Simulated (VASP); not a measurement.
# HfO2 (Fm-3m) in VASP: a series of runs, part 2 of 2

VASP 6.6.1. Earlier steps stand in the parts before.

## Step 3: Single point, r2SCAN

This run uses another cell than the first one, of 11.15 Å³/atom, 1.034 times its volume.

Input file POSCAR:

```
HfO2
1.0
    0.0000000000      2.5575000000      2.5575000000
    2.5575000000      0.0000000000      2.5575000000
    2.5575000000      2.5575000000      0.0000000000
Hf O
1 2
Direct
    0.0000000000      0.0000000000      0.0000000000
    0.2500000000      0.2500000000      0.2500000000
    0.7500000000      0.7500000000      0.7500000000
```

Input file INCAR.step1:

```
SYSTEM = HfO2
PREC = Accurate
ENCUT = 520
ISMEAR = 0
SIGMA = 0.1
LREAL = .FALSE.
LASPH = .TRUE.
NELM = 80
NBANDS = 18
GGA = PE
ALGO = Normal
EDIFF = 1E-4
LWAVE = .TRUE.
LCHARG = .FALSE.
```

Input file INCAR.step2:

```
SYSTEM = HfO2
PREC = Accurate
ENCUT = 520
EDIFF = 1E-6
ISMEAR = 0
SIGMA = 0.1
LREAL = .FALSE.
LASPH = .TRUE.
NELM = 80
ALGO = Normal
ISIF = 2
LWAVE = .FALSE.
LCHARG = .FALSE.
METAGGA = R2SCAN
LMIXTAU = .TRUE.
NBANDS = 18
ISTART = 1
```

Input file KPOINTS:

```
regular mesh
0
G
  6 6 6
  0 0 0
```

Potentials or basis: VASP PAW PBE potentials, release 64 (Hf_pv, O).

On the command line:

```console
$ cat potpaw_PBE.64/Hf_pv/POTCAR potpaw_PBE.64/O/POTCAR > POTCAR
$ cp INCAR.step1 INCAR
$ mpirun -np 1 vasp_std > vasp.out
$ cp INCAR.step2 INCAR
$ mpirun -np 1 vasp_std > vasp.out
```

OUTCAR:

```text
SYSTEM = HfO2
   PREC = Accurate
   ENCUT = 520
   EDIFF = 1E-6
   ISMEAR = 0
   LREAL = .FALSE.
   LASPH = .TRUE.
   NELM = 80
   ISIF = 2
   METAGGA = R2SCAN
   ISTART = 1

 ion  position               nearest neighbor table
   1  0.000  0.000  0.000-   3 2.21   3 2.21   3 2.21   2 2.21   3 2.21   2 2.21   2 2.21   2 2.21

   2  0.250  0.250  0.250-   1 2.21   1 2.21   1 2.21   1 2.21
   3  0.750  0.750  0.750-   1 2.21   1 2.21   1 2.21   1 2.21

  LATTYP: Found a face centered cubic cell.
 ALAT       =     5.1150000000
[... 518 lines left out ...]

  FORCE on cell =-STRESS in cart. coord.  units (eV):
  Direction    XX          YY          ZZ          XY          YZ          ZX
  --------------------------------------------------------------------------------------
  -------------------------------------------------------------------------------------
  Total       -2.5220202     -2.5220202     -2.5220202     -0.0000000      0.0000000      0.0000000
  in kB     -120.7764409   -120.7764409   -120.7764409     -0.0000000      0.0000000      0.0000000
  external PRESSURE =    -120.7764409 kB  Pullay stress =       0.0000000 kB

 VOLUME and BASIS-vectors are now :
 -----------------------------------------------------------------------------
  energy-cutoff  :      520.00
  volume of cell :       33.46
      direct lattice vectors                 reciprocal lattice vectors
     0.000000000  2.557500000  2.557500000    -0.195503421  0.195503421  0.195503421
     2.557500000  0.000000000  2.557500000     0.195503421 -0.195503421  0.195503421
     2.557500000  2.557500000  0.000000000     0.195503421  0.195503421 -0.195503421

 POSITION                                       TOTAL-FORCE (eV/Angst)
 -----------------------------------------------------------------------------------
      0.00000      0.00000      0.00000        -0.000000     -0.000000     -0.000000
      1.27875      1.27875      1.27875        -0.000000     -0.000000     -0.000000
      3.83625      3.83625      3.83625         0.000000      0.000000      0.000000
 -----------------------------------------------------------------------------------
    total drift:                                0.000000      0.000000      0.000000

  FREE ENERGIE OF THE ION-ELECTRON SYSTEM (eV)
  ---------------------------------------------------
  free  energy   TOTEN  =       -68.4937911638 eV

  energy  without entropy=      -68.4937911638  energy(sigma->0) =      -68.49379116
```

It took 27 s on 1 thread of Intel Xeon 6975P-C (Granite Rapids), shared host; peak memory 0.16 GiB.

What came out:

* Free energy: -68.4938 eV
* Pressure: -12.1 GPa
* Band gap on the k mesh: 4.21 eV, direct

Caveat: the PAW data sets were made with another functional, which shifts forces and pressure a little; spin-orbit coupling is left out, which moves the levels of the heavy elements.

## Step 4: Single point, r2SCAN (volume scaled by 0.94)

Input file POSCAR:

```
HfO2
1.0
    0.0000000000      2.4775309781      2.4775309781
    2.4775309781      0.0000000000      2.4775309781
    2.4775309781      2.4775309781      0.0000000000
Hf O
1 2
Direct
    0.0000000000      0.0000000000      0.0000000000
    0.2500000000      0.2500000000      0.2500000000
    0.7500000000      0.7500000000      0.7500000000
```

Input file INCAR.step1:

```
ALGO = Normal
EDIFF = 1E-4
ENCUT = 520
GGA = PE
ISMEAR = 0
LASPH = True
LCHARG = False
LREAL = False
LWAVE = True
NBANDS = 18
NELM = 100
PREC = Accurate
SIGMA = 0.02
```

Input file INCAR.step2:

```
ALGO = Normal
EDIFF = 1E-6
ENCUT = 520
ISIF = 2
ISMEAR = 0
ISTART = 1
LASPH = True
LCHARG = False
LMIXTAU = True
LREAL = False
LWAVE = False
METAGGA = R2SCAN
NBANDS = 18
NELM = 100
PREC = Accurate
SIGMA = 0.02
```

Input file KPOINTS:

```
k-points
0
Gamma
  8 8 8
```

On the command line:

```console
$ cat potpaw_PBE.64/Hf_pv/POTCAR potpaw_PBE.64/O/POTCAR > POTCAR
$ cp INCAR.step1 INCAR
$ mpirun -np 1 vasp_std > vasp.out
$ cp INCAR.step2 INCAR
$ mpirun -np 1 vasp_std > vasp.out
```

Wall time 33 s (1 thread of Intel Xeon 6975P-C (Granite Rapids), shared host); peak memory 0.17 GiB.

The run converged. Its results:

```
Free energy            : -68.4859 eV
Pressure               : 14.5 GPa
Band gap on the k mesh : 4.50 eV, direct
```

Levels at points of the mesh, in eV from the valence-band top:
```
           k point  band 9  band 10  band 11  band 12  band 13  band 14
(0.00, 0.00, 0.00)   -0.67    -0.67    -0.67     4.58     4.58     7.04
(0.50, 0.00, 0.00)   -2.96    -1.97    -1.97     5.37     5.37     8.18
(0.50, 0.50, 0.00)   -1.68    -1.68     0.00     4.50     6.40     7.85
```

Caveat: the cell differs from its parent crystal (volume scaled by 0.94); the PAW data sets were made with another functional, which shifts forces and pressure a little; spin-orbit coupling is left out, which moves the levels of the heavy elements. A k mesh can miss the band edges.

## Step 5: Single point, r2SCAN (volume scaled by 0.97)

Input file POSCAR:

```
HfO2
1.0
    0.0000000000      2.5036121682      2.5036121682
    2.5036121682      0.0000000000      2.5036121682
    2.5036121682      2.5036121682      0.0000000000
Hf O
1 2
Direct
    0.0000000000      0.0000000000      0.0000000000
    0.2500000000      0.2500000000      0.2500000000
    0.7500000000      0.7500000000      0.7500000000
```

Input file INCAR.step1:

```
PREC = Accurate ; ENCUT = 520
ISMEAR = 0 ; SIGMA = 0.02
LREAL = F ; LASPH = T
NELM = 100 ; NBANDS = 18
GGA = PE ; ALGO = Normal
EDIFF = 1E-4 ; LWAVE = T
LCHARG = F
```

Input file INCAR.step2:

```
PREC = Accurate ; ENCUT = 520
EDIFF = 1E-7 ; ISMEAR = 0
SIGMA = 0.02 ; LREAL = F
LASPH = T ; NELM = 100
ALGO = Normal ; ISIF = 2
LWAVE = F ; LCHARG = F
METAGGA = R2SCAN ; LMIXTAU = T
NBANDS = 18 ; ISTART = 1
```

Input file KPOINTS:

```
regular mesh
0
Gamma
  8 8 8
```

On the command line:

```console
$ cat potpaw_PBE.64/Hf_pv/POTCAR potpaw_PBE.64/O/POTCAR > POTCAR
$ cp INCAR.step1 INCAR
$ mpirun -np 1 vasp_std > vasp.out
$ cp INCAR.step2 INCAR
$ mpirun -np 1 vasp_std > vasp.out
```

Run time: 48 s. Hardware: 1 thread of Intel Xeon 6975P-C (Granite Rapids), shared host; peak memory 0.17 GiB.

The run converged. Its results:

| Item | Value |
| --- | --- |
| Free energy | -68.5446 eV |
| Pressure | 4.5 GPa |
| Band gap on the k mesh | 4.41 eV, direct |

Levels at points of the mesh, in eV from the valence-band top:
| k point | band 9 | band 10 | band 11 | band 12 | band 13 | band 14 |
| --- | --- | --- | --- | --- | --- | --- |
| (0.00, 0.00, 0.00) | -0.66 | -0.66 | -0.66 | 4.50 | 4.50 | 6.77 |
| (0.50, 0.00, 0.00) | -2.89 | -1.94 | -1.94 | 5.25 | 5.25 | 7.86 |
| (0.50, 0.50, 0.00) | -1.62 | -1.62 | 0.00 | 4.41 | 6.22 | 7.53 |

Caveat: the cell differs from its parent crystal (volume scaled by 0.97); the PAW data sets were made with another functional, which shifts forces and pressure a little; spin-orbit coupling is left out, which moves the levels of the heavy elements. A k mesh can miss the band edges.

## Step 6: Overview

```tsv
cell	k mesh	smearing	gap on the mesh (eV)	pressure (GPa)
a = 3.577 Å, angles 60.0°, 3 atoms	6 × 6 × 6	gaussian 0.1 eV	4.31	-4.1
a = 3.617 Å, angles 60.0°, 3 atoms	6 × 6 × 6	gaussian 0.1 eV	4.21	-12.1
a = 3.504 Å, angles 60.0°, 3 atoms	8 × 8 × 8	gaussian 0.02 eV	4.50	14.5
a = 3.541 Å, angles 60.0°, 3 atoms	8 × 8 × 8	gaussian 0.02 eV	4.41	4.5
```

Alike in all rows: task single point; level r2SCAN; potentials or basis VASP PAW PBE potentials, release 64 (Hf_pv, O); no spin polarisation; cutoff (eV) 520.

Caveats: the PAW data sets were made with another functional, which shifts forces and pressure a little; spin-orbit coupling is left out, which moves the levels of the heavy elements.

Absolute energies hang on the potentials; compare differences alone.
